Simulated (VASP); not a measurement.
Input of a VASP 6.6.1 run:

File INCAR:

```
SYSTEM = Li5Cl3
ALGO     = Normal         ! electronic algorithm
EDIFF    = 1E-6           ! SCF threshold, eV
ENCUT    = 520            ! plane-wave cutoff, eV
GGA      = PE             ! functional
ISIF     = 2              ! what is computed and relaxed
ISMEAR   = 0              ! smearing method
LASPH    = .TRUE.         ! aspherical terms in the spheres
LCHARG   = .FALSE.        ! write CHGCAR
LREAL    = .FALSE.        ! projectors in reciprocal space
LWAVE    = .FALSE.        ! write WAVECAR
NBANDS   = 28             ! bands
NELM     = 80             ! most SCF steps
PREC     = Accurate       ! precision mode
SIGMA    = 0.1            ! smearing width, eV
```

File KPOINTS:

```
k-points
0
G
  8 8 8
  0 0 0
```

POSCAR

```
Li5Cl3
1.0
   -3.3643570245      3.3643570245      3.3643570245
    3.3643570245     -3.3643570245      3.3643570245
    3.3643570245      3.3643570245     -3.3643570245
Li Cl
5 3
Direct
    0.5000000000      0.5000000000      0.5000000000
    0.0000000000      0.0000000000      0.5000000000
    0.0000000000      0.5000000000      0.0000000000
    0.5000000000      0.0000000000      0.0000000000
    0.0000000000      0.0000000000      0.0000000000
    0.0000000000      0.5000000000      0.5000000000
    0.5000000000      0.0000000000      0.5000000000
    0.5000000000      0.5000000000      0.0000000000
```

Potentials or basis: VASP PAW PBE potentials, release 64 (Li_sv, Cl).

Command:

```console
$ cat potpaw_PBE.64/Li_sv/POTCAR potpaw_PBE.64/Cl/POTCAR > POTCAR
$ mpirun -np 1 vasp_std > vasp.out
```

Problem. Estimate the band gap on the k mesh.

Solution. Zero (filled and empty bands touch).
